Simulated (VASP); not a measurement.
**CoO: single point with LDA**

Crystal: CoO.

```
Co O
1.0
     3.19765    0.00000    0.00000
    -1.59882    2.76924    0.00000
     0.00000    0.00000    5.22871
Co O
2 2
Cartesian
  0.0558 1.7671 2.6164
  0.1281 0.0447 -0.0075
  -0.0524 1.7869 4.5345
  0.1553 0.0311 2.0224
```

| Quantity | Value |
| --- | --- |
| Program | VASP 6.6.1 |
| Task | single point |
| Functional | LDA |
| Potentials or basis | VASP PAW LDA potentials, release 64 (Co, O) |
| Cutoff | 520 eV |
| k mesh | 6 × 6 × 3 |
| Occupations | fermi-dirac, width 0.05 eV |
| Spin | collinear spin, ferromagnetic start |
| Starting moments | [2.0, 2.0, 0.0, 0.0] μB |
| Dipole correction | no |
| Further INCAR settings | ALGO = Normal; EDIFF = 1e-06; NBANDS = 27 |

```
Pressure                                              : -13.8 GPa
Largest force                                         : 1.133 eV/Å
Net moment                                            : 5.20 μB per cell
Site moments                                          : Co +2.19, +2.27; O +0.30, +0.27 μB
Valence electrons inside the program's atomic spheres : Co 8.09, 7.99; O 4.95, 4.94
```

Forces on the atoms (eV/Å):
```
Co   0.295  0.712  0.025
Co  -0.340 -0.176  0.573
O    0.455  0.242  0.116
O   -0.410 -0.778 -0.714
```

Stress tensor (GPa, compression positive):
```
-17.06  -3.04  -0.15
 -3.04 -11.01   1.08
 -0.15   1.08 -13.39
```

Levels at points of the mesh, in eV from the Fermi level:
Spin up:
| k point | band 16 | band 17 | band 18 | band 19 | band 20 | band 21 |
| --- | --- | --- | --- | --- | --- | --- |
| (0.00, 0.00, 0.00) | 0.19 | 0.29 | 0.58 | 0.73 | 5.54 | 6.94 |
| (0.50, 0.00, 0.00) | -1.20 | -0.09 | 0.05 | 5.73 | 5.78 | 6.68 |
| (0.00, 0.50, 0.00) | -1.41 | -0.61 | -0.50 | 5.62 | 6.17 | 7.58 |
| (0.50, 0.50, 0.00) | -1.49 | -0.49 | -0.41 | 5.64 | 6.06 | 7.66 |
Spin down:
| k point | band 10 | band 11 | band 12 | band 13 | band 14 | band 15 |
| --- | --- | --- | --- | --- | --- | --- |
| (0.00, 0.00, 0.00) | -0.60 | -0.24 | -0.21 | 0.03 | 0.46 | 1.42 |
| (0.50, 0.00, 0.00) | -0.58 | -0.35 | -0.06 | 0.13 | 0.35 | 0.42 |
| (0.00, 0.50, 0.00) | -0.88 | -0.62 | -0.26 | -0.11 | 0.00 | 0.30 |
| (0.50, 0.50, 0.00) | -0.82 | -0.57 | -0.15 | -0.06 | 0.00 | 0.36 |

Run time: 4.9 min on 1 thread of Intel Xeon 8259CL, with other jobs on the host, peak memory 0.22 GiB.

Caveat: the k points lie up to 0.40 Å⁻¹ apart; semilocal functionals often make such compounds metallic where correlation or magnetic order opens a gap, which also shifts bond lengths; forces of over 1 eV/Å act on the atoms, so gaps and moduli don't describe the material at rest. With open d or f shells a metallic result of LDA can be an artefact of self-interaction; +U or a hybrid may open a gap.
